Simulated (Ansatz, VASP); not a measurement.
**One calculation of NaCl, two programs**

```xyz
2
Lattice="0.0000 2.8317 2.8317 2.8317 0.0000 2.8317 2.8317 2.8317 0.0000" Properties=species:S:1:pos:R:3 pbc="T T T"
Na    0.0000    0.0000    0.0000
Cl    2.9201    2.7434    2.8317
```

Change from the starting cell: all Cl atoms moved +0.125 Å, as atom 2 along Cartesian [1 -1 0].

Alike in both runs: task single point; functional PBEsol; k mesh 8 × 8 × 8; occupations gaussian, width 0.05 eV; no spin polarisation.

```csv
,VASP,Ansatz
version,VASP 6.6.1,Ansatz 0.2.0
potentials or method,"VASP PAW PBE potentials, release 64 (Na_pv, Cl), cutoff 520 eV","scalar-relativistic, plane waves, PAW"
valence electrons in the cell,14,16
```

```csv
,VASP,Ansatz,Ansatz less VASP
gap on the k mesh at the Fermi level (eV),4.89,4.89,+0.004
least direct gap on the mesh (eV),4.89,4.89,+0.004
pressure (GPa),-0.6,-0.6,-0.01
"traceless stress, the component that is largest in VASP (GPa)",-0.19,-0.19,+0.003
rms of the force components (eV/Å),0.090,0.088,-0.0018
```

VASP's potentials were made for PBE, not for PBEsol. Atom by atom the forces differ by 0.002 eV/Å (rms over components). VASP's potentials hold 14 valence electrons a cell and Ansatz's 16, so a difference there can come from the potentials and not from the codes.
